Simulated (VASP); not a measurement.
Write the native input for VASP 6.6.1 that does the following.

- Task: single point
- Functional: PBE
- Potentials or basis: VASP PAW PBE potentials, release 64 (Ti_sv)
- Cutoff: 520 eV
- k mesh: 12 × 12 × 14
- Occupations: gaussian, width 0.1 eV
- Spin: no spin polarisation
- Dipole correction: no
- Further INCAR settings: ALGO = Fast; EDIFF = 1e-06; NBANDS = 25

The structure of Ti lies in POSCAR:

```
Ti
1.0
    4.5793473381      0.0000000000      0.0000000000
   -2.2896736690      3.9658311275      0.0000000000
    0.0000000000      0.0000000000      2.8319727881
Ti
3
Direct
    0.0000000000      0.0000000000      0.0000000000
    0.3333333333      0.6666666667      0.5000000000
    0.6666666667      0.3333333333      0.5000000000
```

These files were run (other wordings do the same):

INCAR

```
SYSTEM = Ti
ALGO = Fast ; EDIFF = 1E-6
ENCUT = 520 ; GGA = PE
ISIF = 2 ; ISMEAR = 0
LASPH = .True. ; LCHARG = .True.
LELF = .True. ; LREAL = .False.
LVHAR = .True. ; LWAVE = .False.
NBANDS = 25 ; NELM = 100
PREC = Accurate ; SIGMA = 0.1
```

KPOINTS

```
k-points
0
Gamma
  12 12 14
  0 0 0
```

Potentials or basis: VASP PAW PBE potentials, release 64 (Ti_sv).

The run is started by

```console
$ cat potpaw_PBE.64/Ti_sv/POTCAR > POTCAR
$ mpirun -np 1 vasp_std > vasp.out
```

It gave:

* Pressure: -0.3 GPa
* Band gap on the k mesh: zero (band 18 reaches 8.55 eV, above the bottom of band 19 at 8.30 eV)

Run time: 5.9 min on 1 thread of Intel(R) Xeon(R) Platinum 8559C (Emerald Rapids), on a shared host, peak memory 0.28 GiB.
